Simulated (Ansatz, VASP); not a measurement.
# K: VASP beside Ansatz

```
K
1.0
     4.62505    0.00000    0.00000
    -2.31252    4.00541    0.00000
     0.00000    0.00000   33.75474
K
9
Direct
  0.00000 0.00000 0.00000
  0.00000 0.00000 0.77779
  0.33333 0.66667 0.88888
  0.66667 0.33333 0.33333
  0.66667 0.33333 0.11112
  0.00000 0.00000 0.22221
  0.33333 0.66667 0.66667
  0.33333 0.66667 0.44446
  0.66667 0.33333 0.55554
```

Change from the starting cell: equal strain along all axes, cell held, atoms relaxed: -2.0 %.

Alike in both runs: functional PBE; k mesh 9 × 9 × 1; occupations gaussian, width 0.1 eV; no spin polarisation.

Ansatz relaxed the structure, and its values are those at the end. VASP's run is a single point on that final structure, the one shown.

```csv
,VASP,Ansatz
version,VASP 6.6.1,Ansatz 0.2.0
potentials or method,"VASP PAW PBE potentials, release 64 (K_sv), cutoff 520 eV","scalar-relativistic, plane waves, PAW"
valence electrons in the cell,81,81
```

```csv
,VASP,Ansatz,Ansatz less VASP
gap on the k mesh at the Fermi level (eV),none,none,-
pressure (GPa),0.2,0.2,+0.01
```

A gap of «none» marks a metal or a gap that the smearing closes. Ansatz's warnings: stress scf threshold loose.
